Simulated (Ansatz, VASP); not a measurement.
Given: the input of a run of Ansatz 0.2.0 on HfN.

File input.yaml:

```yaml
crystal:
  lattice:
    - [0.0, 2.256, 2.256]
    - [2.256, 0.0, 2.256]
    - [2.256, 2.256, 0.0]
  atoms:
    - { symbol: Hf, position: [0.0, 0.0, 0.0] }
    - { symbol: "N", position: [0.5, 0.5, 0.5] }
hamiltonian:
  xc: pbe
  pseudopotentials: { kind: paw }
kpoints:
  mp_grid: { grid: [10, 10, 10] }
scf:
  occupations: { method: gaussian, width: 0.025 }
output:
  forces: true
  stress: true
  eigenvalues: true
```

Potentials or basis: Ansatz PAW.

Command:

```bash
$ ansatz run input.yaml --threads 2 --pin off --max-ram 5632MiB --backend cpu --events-out ev --progress --plain --runs-dir out
```

Question: Set up the same calculation for VASP 6.6.1. Potentials there: VASP PAW PBE potentials, release 64 (Hf_pv, N).

Answer: As run (the cutoff follows the program's own potentials):

INCAR

```
PREC = Accurate
ENCUT = 600
EDIFF = 1E-6
ISMEAR = 0
SIGMA = 0.025
LREAL = False
LASPH = True
NELM = 120
ALGO = Normal
ISIF = 2
LWAVE = False
LCHARG = False
GGA = PE
NBANDS = 14
GGA_COMPAT = False
```

The input KPOINTS:

```
regular mesh
0
Gamma
  10 10 10
```

Contents of POSCAR:

```
HfN
1.0
    0.0000000000      2.2560000000      2.2560000000
    2.2560000000      0.0000000000      2.2560000000
    2.2560000000      2.2560000000      0.0000000000
Hf N
1 1
Direct
    0.0000000000      0.0000000000      0.0000000000
    0.5000000000      0.5000000000      0.5000000000
```

Potentials or basis: VASP PAW PBE potentials, release 64 (Hf_pv, N).

Launch:

```bash
$ cat potpaw_PBE.64/Hf_pv/POTCAR potpaw_PBE.64/N/POTCAR > POTCAR
$ mpirun -np 1 vasp_std > vasp.out
```

Both were run:

|  | VASP | Ansatz | Ansatz less VASP |
| --- | --- | --- | --- |
| gap on the k mesh at the Fermi level (eV) | none | none | - |
| pressure (GPa) | 4.1 | 6.6 | +2.50 |

A gap of «none» marks a metal or a gap that the smearing closes. With one functional, cell and mesh, what is left measures potentials, basis and numerics. VASP's potentials hold 15 valence electrons a cell and Ansatz's 31, so a difference there can come from the potentials and not from the codes.

Neither program's run includes spin-orbit coupling.
